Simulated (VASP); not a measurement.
Here is a VASP 6.6.1 calculation.

Contents of INCAR:

```
SYSTEM = Sb3As2
  ALGO = Normal
  EDIFF = 1E-6
  ENCUT = 520
  GGA = PE
  ISIF = 2
  ISMEAR = 0
  LASPH = .True.
  LCHARG = .True.
  LELF = .True.
  LREAL = .False.
  LVHAR = .True.
  LWAVE = .False.
  NBANDS = 36
  NELM = 100
  PREC = Accurate
  SIGMA = 0.1
```

File KPOINTS:

```
k-points
0
Gamma
  6 6 6
  0 0 0
```

File POSCAR:

```
Sb3As2
1.0
    3.5192867557      2.0318611557      7.2164633828
   -3.5192867557      2.0318611557      7.2164633828
    0.0000000000     -4.0637223115      7.2164633828
Sb As
6 4
Direct
    0.5135182438      0.9864817562      0.2500000000
    0.2500000000      0.5135182438      0.9864817562
    0.9864817562      0.2500000000      0.5135182438
    0.4864817562      0.0135182438      0.7500000000
    0.7500000000      0.4864817562      0.0135182438
    0.0135182438      0.7500000000      0.4864817562
    0.3502827214      0.3502827214      0.3502827214
    0.1497172786      0.1497172786      0.1497172786
    0.6497172786      0.6497172786      0.6497172786
    0.8502827214      0.8502827214      0.8502827214
```

Potentials or basis: VASP PAW PBE potentials, release 64 (Sb, As).

Run with:

```sh
$ cat potpaw_PBE.64/Sb/POTCAR potpaw_PBE.64/As/POTCAR > POTCAR
$ mpirun -np 1 vasp_std > vasp.out
```

Task: Predict the band gap on the k mesh.

Result: Zero (bands 25 and 26 overlap by 0.76 eV).

Task: Predict the pressure.

Result: 0.0 GPa.

Task: What does it give for the largest force?

Result: 0.020 eV/Å.

Forces in eV/Å, atoms in the order of the input:
```
Sb   0.009  0.000  0.000
Sb  -0.005  0.008  0.000
Sb  -0.005 -0.008  0.000
Sb  -0.009  0.000  0.000
Sb   0.005 -0.008  0.000
Sb   0.005  0.008  0.000
As   0.000  0.000  0.020
As   0.000  0.000 -0.020
As   0.000  0.000 -0.020
As   0.000  0.000  0.020
```

Caveat: spin-orbit coupling is left out, which moves the levels of the heavy elements.
